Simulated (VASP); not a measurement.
Write the native input for VASP 6.6.1 that does the following.

```yaml
Task: single point
Functional: PBE
Potentials_or_basis: VASP PAW PBE potentials, release 64 (Ti_sv, O)
Cutoff: 520 eV
k_mesh: 6 × 6 × 10
Occupations: gaussian, width 0.05 eV
Spin: no spin polarisation
Dipole_correction: no
Further_INCAR_settings: ALGO = Normal; EDIFF = 1e-06; NBANDS = 33
```

The structure of TiO2 lies in POSCAR:

```
TiO2
1.0
    4.7517000000      0.0000000000      0.0000000000
    0.0000000000      4.7517000000      0.0000000000
    0.0000000000      0.0000000000      2.7268000000
Ti O
2 4
Direct
    0.0000000000      0.0000000000      0.0000000000
    0.5000000000      0.5000000000      0.5000000000
    0.3050970583      0.3050970583      0.0000000000
    0.1949029417      0.8050970583      0.5000000000
    0.6949029417      0.6949029417      0.0000000000
    0.8050970583      0.1949029417      0.5000000000
```

One way to write it, as run:

INCAR

```
SYSTEM = TiO2
PREC = Accurate
ENCUT = 520
EDIFF = 1E-6
ISMEAR = 0
SIGMA = 0.05
LREAL = .False.
LASPH = .True.
NELM = 60
ALGO = Normal
ISIF = 2
LWAVE = .False.
LCHARG = .False.
GGA = PE
NBANDS = 33
```

KPOINTS

```
regular mesh
0
Gamma
  6 6 10
  0 0 0
```

Potentials or basis: VASP PAW PBE potentials, release 64 (Ti_sv, O).

Command:

```bash
$ cat potpaw_PBE.64/Ti_sv/POTCAR potpaw_PBE.64/O/POTCAR > POTCAR
$ mpirun -np 1 vasp_std > vasp.out
```

It gave:

The pressure is 16.7 GPa, the largest force is 0.486 eV/Å and the band gap on the k mesh is 2.06 eV, indirect (least direct gap 2.07 eV).

Run time: 46 s on 1 thread of Intel(R) Xeon(R) Platinum 8559C (Emerald Rapids), with other jobs on the host, peak memory 0.22 GiB.
